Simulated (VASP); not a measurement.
Write the native input for VASP 6.6.1 that does the following.

```yaml
Task: single point
Functional: PBE
Potentials_or_basis: VASP PAW PBE potentials, release 64 (Sb, Ga_d)
Cutoff: 520 eV
k_mesh: 3 × 3 × 3
Occupations: fermi-dirac, width 0.03 eV
Spin: no spin polarisation
Dipole_correction: no
Further_INCAR_settings: ALGO = Normal; EDIFF = 1e-06; NBANDS = 16
```

The structure of GaSb lies in POSCAR:

```
GaSb
1.0
    0.0000000000      3.0590000000      3.0590000000
    3.0590000000      0.0000000000      3.0590000000
    3.0590000000      3.0590000000      0.0000000000
Sb Ga
1 1
Direct
    0.7500000000      0.7500000000      0.7500000000
    0.0000000000      0.0000000000      0.0000000000
```

The input as run:

INCAR

```
SYSTEM = GaSb
PREC = Accurate
ENCUT = 520
EDIFF = 1E-6
ISMEAR = -1
SIGMA = 0.03
LREAL = .FALSE.
LASPH = .TRUE.
NELM = 100
ALGO = Normal
ISIF = 2
LWAVE = .FALSE.
LCHARG = .FALSE.
GGA = PE
NBANDS = 16
```

KPOINTS

```
Automatic mesh
0
G
  3 3 3
  0 0 0
```

Potentials or basis: VASP PAW PBE potentials, release 64 (Sb, Ga_d).

Command:

```console
$ cat potpaw_PBE.64/Sb/POTCAR potpaw_PBE.64/Ga_d/POTCAR > POTCAR
$ mpirun -np 1 vasp_std > vasp.out
```

Results of the run:

* Pressure: 4.2 GPa

Caveat: the k points lie up to 0.59 Å⁻¹ apart.

It took 6.1 s on 1 thread of Intel(R) Xeon(R) Platinum 8488C (Sapphire Rapids) (shared host), peak memory 0.17 GiB.
